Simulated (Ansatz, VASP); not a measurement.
# One calculation of MgO, two programs

Contents of POSCAR:

```
MgO
1.0
    0.0000000000      2.0970013927      2.0970013927
    2.0970013927      0.0000000000      2.0970013927
    2.0970013927      2.0970013927      0.0000000000
Mg O
1 1
Direct
    0.0000000000      0.0000000000      0.0000000000
    0.5000000000      0.5000000000      0.5000000000
```

The input INCAR.step1:

```
SYSTEM = MgO
PREC = Accurate
ENCUT = 520
EDIFF = 1E-5
ISMEAR = -1
SIGMA = 0.05
LREAL = .FALSE.
LASPH = .TRUE.
NELM = 80
ALGO = Normal
ISIF = 2
LWAVE = .TRUE.
LCHARG = .FALSE.
GGA = PE
NBANDS = 11
```

The input INCAR.step2:

```
SYSTEM = MgO
PREC = Accurate
ENCUT = 520
EDIFF = 1E-7
ISMEAR = -1
SIGMA = 0.05
LREAL = .FALSE.
LASPH = .TRUE.
NELM = 80
ALGO = Normal
ISIF = 2
LWAVE = .FALSE.
LCHARG = .FALSE.
GGA = PE
LHFCALC = .TRUE.
AEXX = 1.0
ALDAC = 0.0
AGGAC = 0.0
PRECFOCK = Normal
ISTART = 1
NBANDS = 11
```

File KPOINTS:

```
regular mesh
0
G
  6 6 6
  0 0 0
```

input.yaml

```yaml
crystal:
  lattice:
    - [0.0, 2.0970013927, 2.0970013927]
    - [2.0970013927, 0.0, 2.0970013927]
    - [2.0970013927, 2.0970013927, 0.0]
  atoms:
    - { symbol: Mg, position: [0.0, 0.0, 0.0] }
    - { symbol: O, position: [0.5, 0.5, 0.5] }
hamiltonian:
  xc: hf
  pseudopotentials: { kind: paw }
kpoints:
  mp_grid: { grid: [6, 6, 6] }
  band_path:
    path:
      - [[0.0, 0.0, 0.0], [0.5, 0.0, 0.5], [0.5, 0.25, 0.75], [0.375, 0.375, 0.75], [0.0, 0.0, 0.0], [0.5, 0.5, 0.5], [0.625, 0.25, 0.625], [0.5, 0.25, 0.75], [0.5, 0.5, 0.5], [0.375, 0.375, 0.75]]
      - [[0.625, 0.25, 0.625], [0.5, 0.0, 0.5]]
    npoints: 4
scf:
  occupations: { method: fermi_dirac, width: 0.05 }
  n_extra_bands: 6
output:
  forces: true
  stress: true
  eigenvalues: true
  fatbands: false
```

Alike in both runs: functional HF; k mesh 6 × 6 × 6; occupations fermi-dirac, width 0.05 eV; no spin polarisation.

|  | VASP | Ansatz |
| --- | --- | --- |
| version | VASP 6.6.1 | Ansatz 0.2.0 |
| potentials or method | VASP PAW PBE potentials, release 64 (Mg, O) | Ansatz PAW |
| plane-wave cutoff (eV) | 520 | 420 |
| valence electrons in the cell | 8 | 16 |
| task | single point | band structure |

|  | VASP | Ansatz | Ansatz less VASP |
| --- | --- | --- | --- |
| gap on the k mesh at the Fermi level (eV) | 15.68 | 15.80 | +0.123 |
| least direct gap on the mesh (eV) | 15.68 | 15.80 | +0.123 |
| pressure (GPa) | -0.4 | -1.3 | -0.93 |

VASP's potentials were made for PBE, not for HF. VASP's potentials hold 8 valence electrons a cell and Ansatz's 16, so a difference there can come from the potentials and not from the codes.

The k mesh is coarse, so the values compare programs but aren't converged.
